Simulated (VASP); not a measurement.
# MnO2 (P4_2/mnm) in VASP: single point with PBEsol

Aim: the single point of MnO2 with PBEsol.

Everything below comes from runs of VASP 6.6.1. Logs are shortened: lines on timing, memory, paths and dates and some standing lists are left out, and cuts for length are marked.

### Step 1. The cell of the first run

Symmetry: P4_2/mnm, No. 136, tetragonal system. The conventional cell has a = 4.396 Å, b = 4.396 Å, c = 2.842 Å, α = 90.00°, β = 90.00°, γ = 90.00°. Mn (site symmetry mmm) has 6 O at 1.87 to 1.89 Å within 2.5 Å. Within 2.5 Å of O (site symmetry m2m) lie 3 Mn at 1.87 to 1.89 Å and 1 O at 2.43 Å.

### Step 2. Single point, PBEsol, collinear spin, ferromagnetic start

File INCAR:

```
SYSTEM = MnO2
ALGO     = Normal         ! electronic algorithm
EDIFF    = 1E-6           ! SCF threshold, eV
ENCUT    = 520            ! plane-wave cutoff, eV
GGA      = PS             ! functional
ISIF     = 2              ! what is computed and relaxed
ISMEAR   = 0              ! smearing method
ISPIN    = 2              ! spin polarisation
LASPH    = .TRUE.         ! aspherical terms in the spheres
LCHARG   = .FALSE.        ! write CHGCAR
LMAXMIX  = 4              ! l up to which the mixer works
LORBIT   = 11             ! projections on sites
LREAL    = .FALSE.        ! projectors in reciprocal space
LWAVE    = .FALSE.        ! write WAVECAR
MAGMOM   = 2.63 2.63 0 0 0 0 ! initial moments
NBANDS   = 38             ! bands
NELM     = 150            ! most SCF steps
PREC     = Accurate       ! precision mode
SIGMA    = 0.1            ! smearing width, eV
```

File KPOINTS:

```
k-points
0
G
  8 8 12
  0 0 0
```

File POSCAR:

```
MnO2
1.0
    4.3955149190      0.0000000000      0.0000000000
    0.0000000000      4.3955149190      0.0000000000
    0.0000000000      0.0000000000      2.8416739365
Mn O
2 4
Direct
    0.0000000000      0.0000000000      0.0000000000
    0.5000000000      0.5000000000      0.5000000000
    0.3047787025      0.3047787025      0.0000000000
    0.1952212975      0.8047787025      0.5000000000
    0.6952212975      0.6952212975      0.0000000000
    0.8047787025      0.1952212975      0.5000000000
```

Potentials or basis: VASP PAW PBE potentials, release 64 (Mn_pv, O).

The run is started by

```bash
$ cat potpaw_PBE.64/Mn_pv/POTCAR potpaw_PBE.64/O/POTCAR > POTCAR
$ mpirun -np 1 vasp_std > vasp.out
```

OUTCAR:

```text
SYSTEM = MnO2
   EDIFF = 1E-6
   ENCUT = 520
   GGA = PS
   ISIF = 2
   ISMEAR = 0
   ISPIN = 2
   LASPH = .TRUE.
   LORBIT = 11
   LREAL = .FALSE.
   NELM = 150
   PREC = Accurate

 ion  position               nearest neighbor table
   1  0.000  0.000  0.000-   4 1.87   6 1.87   4 1.87   6 1.87   5 1.89   3 1.89
   2  0.500  0.500  0.500-   3 1.87   5 1.87   3 1.87   5 1.87   4 1.89   6 1.89
   3  0.305  0.305  0.000-   2 1.87   2 1.87   1 1.89
   4  0.195  0.805  0.500-   1 1.87   1 1.87   2 1.89
   5  0.695  0.695  0.000-   2 1.87   2 1.87   1 1.89
   6  0.805  0.195  0.500-   1 1.87   1 1.87   2 1.89

  LATTYP: Found a simple tetragonal cell.
 ALAT       =     4.3955149190
 C/A-ratio  =     0.6464939805

  Lattice vectors:

 A1 = (   4.3955149190,   0.0000000000,   0.0000000000)
 A2 = (   0.0000000000,   4.3955149190,   0.0000000000)
 A3 = (   0.0000000000,   0.0000000000,   2.8416739365)

Analysis of symmetry for initial positions (statically):
=====================================================================
 Subroutine PRICEL returns:
 Original cell was already a primitive cell.

 Routine SETGRP: Setting up the symmetry group for a
 simple tetragonal supercell.

 Subroutine GETGRP returns: Found 16 space group operations
 (whereof  8 operations were pure point group operations)
 out of a pool of 16 trial point group operations.

The static configuration has the point symmetry D_2h.
 The point group associated with its full space group is D_4h.

Analysis of symmetry for dynamics (positions and initial velocities):
=====================================================================
 Subroutine PRICEL returns:
 Original cell was already a primitive cell.

 Routine SETGRP: Setting up the symmetry group for a
 simple tetragonal supercell.

 Subroutine GETGRP returns: Found 16 space group operations
 (whereof  8 operations were pure point group operations)
 out of a pool of 16 trial point group operations.

The dynamic configuration has the point symmetry D_2h.
 The point group associated with its full space group is D_4h.

Analysis of structural, dynamic, and magnetic symmetry:
=====================================================================
 Subroutine PRICEL returns:
 Original cell was already a primitive cell.

 Routine SETGRP: Setting up the symmetry group for a
 simple tetragonal supercell.

 Subroutine GETGRP returns: Found 16 space group operations
 (whereof  8 operations were pure point group operations)
 out of a pool of 16 trial point group operations.

The overall configuration has the point symmetry D_2h.
 The point group associated with its full space group is D_4h.

 Subroutine INISYM returns: Found 16 space group operations
 (whereof  8 operations are pure point group operations),
 and found     1 'primitive' translations

----------------------------------------------------------------------------------------

                                     Primitive cell

  volume of cell :      54.9027

  direct lattice vectors                    reciprocal lattice vectors
     4.395514919  0.000000000  0.000000000     0.227504631  0.000000000  0.000000000
     0.000000000  4.395514919  0.000000000     0.000000000  0.227504631  0.000000000
     0.000000000  0.000000000  2.841673936     0.000000000  0.000000000  0.351905258

  length of vectors
     4.395514919  4.395514919  2.841673936     0.227504631  0.227504631  0.351905258

  position of ions in fractional coordinates (direct lattice)
     0.000000000  0.000000000  0.000000000
     0.500000000  0.500000000  0.500000000
     0.304778703  0.304778703  0.000000000
     0.195221297  0.804778703  0.500000000
     0.695221297  0.695221297  0.000000000
     0.804778703  0.195221297  0.500000000

  ion indices of the primitive-cell ions
   primitive index   ion index
                 1           1
                 2           2
                 3           3
                 4           4
                 5           5
[... 32 lines left out ...]
  0.250000  0.000000  0.000000      4.000000
  0.375000  0.000000  0.000000      4.000000
  0.500000  0.000000  0.000000      2.000000
  0.125000  0.125000  0.000000      4.000000
[... 16 lines left out ...]
  0.375000  0.125000  0.083333     16.000000
  0.500000  0.125000  0.083333      8.000000
 [... further k-points ...]
   k-points           NKPTS =    105   k-points in BZ     NKDIM =    105   number of bands    NBANDS=     38
   number of dos      NEDOS =    301   number of ions     NIONS =      6
   total plane-waves  NPLWV =  31104
   dimension x,y,z NGX =    36 NGY =   36 NGZ =   24
   dimension x,y,z NGXF=    72 NGYF=   72 NGZF=   48
   ions per type =               2   4
   NGX,Y,Z   is equivalent  to a cutoff of  13.62, 13.62, 14.04 a.u.
   NGXF,Y,Z  is equivalent  to a cutoff of  27.23, 27.23, 28.08 a.u.
 SYSTEM =  MnO2
   PREC   = accura    normal or accurate (medium, high low for compatibility)
   ISTART =      0    job   : 0-new  1-cont  2-samecut
   ICHARG =      2    charge: 1-file 2-atom 10-const
   ISPIN  =      2    spin polarized calculation?
   LNONCOLLINEAR =      F non collinear calculations
   LSORBIT =      F    spin-orbit coupling
   LASPH  =      T    aspherical Exc in radial PAW
   ENCUT  =  520.0 eV  38.22 Ry    6.18 a.u.   8.17  8.17  5.28*2*pi/ulx,y,z
   NELM   =    150;   NELMIN=  2; NELMDL= -5     # of ELM steps
   EDIFF  = 0.1E-05   stopping-criterion for ELM
   LREAL  =      F    real-space projection
   EDIFFG = 0.1E-04   stopping-criterion for IOM
   NSW    =      0    number of steps for IOM
   IBRION =     -1    ionic relax: 0-MD 1-quasi-New 2-CG
   NFREE  =      0    steps in history (QN), initial steepest desc. (CG)
   ISIF   =      2    stress and relaxation
   ISYM   =      2    0-nonsym 1-usesym 2-fastsym
   POTIM  = 0.5000    time-step for ionic-motion
   TEBEG  =    0.0;   TEEND  =   0.0 temperature during run
   PSTRESS=    0.0 pullay stress
   NELECT =      50.0000    total number of electrons
   NUPDOWN=      -1.0000    fix difference up-down
   EMIN   =  10.00;   EMAX   =-10.00  energy-range for DOS
   EFERMI =   0.00;   METHOD = LEGACY
   ISMEAR =     0;   SIGMA  =   0.10  broadening in eV -4-tet -1-fermi 0-gaus
   EFERMI_NEDOS =   21; number of points for ismear=-14 and -15
   IALGO  =     38    algorithm
   IMIX   =      4    mixing-type and parameters
     AMIX     =   0.40;   BMIX     =  1.00
     AMIX_MAG =   1.60;   BMIX_MAG =  1.00
  volume/ion in A,a.u.               =       9.15        61.75
  Fermi-wavevector in a.u.,A,eV,Ry     =   1.586842  2.998696 34.260372  2.518066
  Thomas-Fermi vector in A             =   2.686091
   LORBIT       =     11    0 simple, 1 ext, 2 COOP (PROOUT), +10 PAW based schemes
   GGA     = PS    functional components
   LHFCALC =     F    Hartree Fock is set to
   AEXX    =    0.0000 exact exchange contribution
   IVDW    =     0    specifies the selected vdW correction
   LEPSILON=     F    determine dielectric tensor
   LRPA    =     F    only Hartree local field effects (RPA)
 spin polarized calculation
 Gauss-broadening in eV      SIGMA  =   0.10
  energy-cutoff  :      520.00
  volume of cell :       54.90
 maximum number of plane-waves:      1504
 NGX is ok and might be reduce to    36
   NGX = 17   NGY = 17   NGZ = 11

 number of electron      49.9999974 magnetization       5.9621179

 Free energy of the ion-electron system (eV)
  ---------------------------------------------------
  ext. energy  EPLUGINS =         0.00000000
  ---------------------------------------------------
  free energy    TOTEN  =       -50.33763096 eV

  energy without entropy =      -50.33366352  energy(sigma->0) =      -50.33564724

 E-fermi :   5.5410     XC(G=0): -12.3799

 val. band max:        5.5267381607   @ k =   0.2500   0.2500   0.0000
 cond. band min:       5.5694856205   @ k =   0.1250   0.0000   0.0000
 fundamental gap:      0.0427474598
 Fermi energy:         5.5409862139

 spin component 1

 k-point     1 :       0.0000    0.0000    0.0000
  band No.  band energies     occupation
      1     -45.1298      1.00000
      2     -45.1218      1.00000
      3     -45.0545      1.00000
      4     -45.0545      1.00000
      5     -44.9738      1.00000
      6     -44.9738      1.00000
[... 949 lines left out ...]
     36      18.0821      0.00000
     37      20.7160      0.00000

 [... further k-points ...]

 spin component 2

 k-point     1 :       0.0000    0.0000    0.0000
  band No.  band energies     occupation
      1     -42.2170      1.00000
      2     -42.2070      1.00000
      3     -42.1535      1.00000
      4     -42.1535      1.00000
      5     -42.0473      1.00000
      6     -42.0473      1.00000
[... 949 lines left out ...]
     36      18.6974      0.00000
     37      21.1410      0.00000

 [... further k-points ...]

 [bands above 37 left out]

------------------------ aborting loop because EDIFF is reached ----------------------------------------

  FORCE on cell =-STRESS in cart. coord.  units (eV):
  Direction    XX          YY          ZZ          XY          YZ          ZX
  --------------------------------------------------------------------------------------
  -------------------------------------------------------------------------------------
  Total        0.2682379      0.2682379      0.3470312      0.0000000      0.0000000      0.0000000
  in kB        7.8277500      7.8277500     10.1271055      0.0000000      0.0000000      0.0000000
  external PRESSURE =       8.5942018 kB  Pullay stress =       0.0000000 kB

 VOLUME and BASIS-vectors are now :
 -----------------------------------------------------------------------------
  energy-cutoff  :      520.00
  volume of cell :       54.90
      direct lattice vectors                 reciprocal lattice vectors
     4.395514919  0.000000000  0.000000000     0.227504631  0.000000000  0.000000000
     0.000000000  4.395514919  0.000000000     0.000000000  0.227504631  0.000000000
     0.000000000  0.000000000  2.841673936     0.000000000  0.000000000  0.351905258

 POSITION                                       TOTAL-FORCE (eV/Angst)
 -----------------------------------------------------------------------------------
      0.00000      0.00000      0.00000         0.000000      0.000000     -0.000000
      2.19776      2.19776      1.42084         0.000000      0.000000     -0.000000
      1.33966      1.33966      0.00000        -0.020495     -0.020495     -0.000000
      0.85810      3.53742      1.42084         0.020495     -0.020495     -0.000000
      3.05586      3.05586      0.00000         0.020495      0.020495      0.000000
      3.53742      0.85810      1.42084        -0.020495      0.020495      0.000000
 -----------------------------------------------------------------------------------
    total drift:                               -0.000000      0.000000      0.000000

  FREE ENERGIE OF THE ION-ELECTRON SYSTEM (eV)
  ---------------------------------------------------
  free  energy   TOTEN  =       -50.3376309556 eV

  energy  without entropy=      -50.3336635219  energy(sigma->0) =      -50.33564724

 total charge

# of ion       s       p       d       tot
------------------------------------------
    1        0.364   6.490   4.929  11.783
    2        0.364   6.490   4.929  11.783
    3        1.564   3.452   0.000   5.016
    4        1.564   3.452   0.000   5.016
    5        1.564   3.452   0.000   5.016
    6        1.564   3.452   0.000   5.016
--------------------------------------------------
tot          6.983  26.788   9.858  43.629

 magnetization (x)

# of ion       s       p       d       tot
------------------------------------------
    1        0.016   0.029   2.618   2.663
    2        0.016   0.029   2.618   2.663
    3        0.001   0.100   0.000   0.101
    4        0.001   0.100   0.000   0.101
    5        0.001   0.100   0.000   0.101
    6        0.001   0.100   0.000   0.101
--------------------------------------------------
tot          0.035   0.460   5.236   5.731
```

Run time: 12 min. Hardware: 1 thread of Intel Xeon 8259CL, shared host; peak memory 0.41 GiB.

Results:

- Free energy: -50.3376 eV
- Pressure: 0.9 GPa
- Largest force: 0.029 eV/Å
- Band gap on the k mesh: zero (filled and empty bands overlap)
- Net moment: 5.96 μB per cell
- Site moments: Mn +2.66; O +0.10 μB
- Valence electrons inside the program's atomic spheres: Mn 11.78; O 5.02

Forces on the atoms (eV/Å):
```
Mn   0.000  0.000  0.000
Mn   0.000  0.000  0.000
O   -0.020 -0.020  0.000
O    0.020 -0.020  0.000
O    0.020  0.020  0.000
O   -0.020  0.020  0.000
```

Stress tensor (GPa, compression positive):
```
0.78 0.00 0.00
0.00 0.78 0.00
0.00 0.00 1.01
```

Levels at points of the mesh, in eV from the Fermi level:
Spin up:
| k point | band 25 | band 26 | band 27 | band 28 | band 29 | band 30 | band 31 | band 32 |
| --- | --- | --- | --- | --- | --- | --- | --- | --- |
| (0.00, 0.00, 0.00) | -1.38 | -1.38 | -0.75 | -0.23 | -0.11 | 2.71 | 2.71 | 3.45 |
| (0.50, 0.00, 0.00) | -1.44 | -1.44 | -0.70 | -0.70 | 2.17 | 2.17 | 2.46 | 2.46 |
| (0.50, 0.50, 0.00) | -2.32 | -2.32 | -0.03 | -0.03 | 1.44 | 1.44 | 2.68 | 2.68 |
| (0.00, 0.00, 0.50) | -1.15 | -1.15 | -0.18 | -0.18 | 1.22 | 1.22 | 1.74 | 1.74 |
| (0.50, 0.00, 0.50) | -2.13 | -2.13 | -0.06 | -0.06 | 0.20 | 0.20 | 3.24 | 3.24 |
| (0.50, 0.50, 0.50) | -1.13 | -1.13 | -0.78 | -0.78 | 1.77 | 1.77 | 1.88 | 1.88 |
Spin down:
| k point | band 20 | band 21 | band 22 | band 23 | band 24 | band 25 |
| --- | --- | --- | --- | --- | --- | --- |
| (0.00, 0.00, 0.00) | -1.06 | -1.06 | -0.50 | -0.08 | 0.23 | 0.43 |
| (0.50, 0.00, 0.00) | -2.96 | -1.34 | -1.34 | 0.63 | 0.63 | 1.03 |
| (0.50, 0.50, 0.00) | -2.60 | -2.07 | -2.07 | -0.05 | -0.05 | 0.44 |
| (0.00, 0.00, 0.50) | -3.28 | -2.56 | -2.56 | 0.99 | 0.99 | 1.30 |
| (0.50, 0.00, 0.50) | -3.14 | -1.70 | -1.70 | 0.12 | 0.12 | 1.01 |
| (0.50, 0.50, 0.50) | -2.02 | -1.60 | -1.60 | 0.96 | 0.96 | 1.04 |

Caveat: the PAW data sets were made with another functional, which shifts forces and pressure a little; semilocal functionals often make such compounds metallic where correlation or magnetic order opens a gap, which also shifts bond lengths; the run started ferromagnetic, and an antiferromagnetic order may lie lower in energy. With open d or f shells a metallic result of PBEsol can be an artefact of self-interaction; +U or a hybrid may open a gap.

The gap in the log of VASP goes by the Fermi energy; the results here count the filled bands.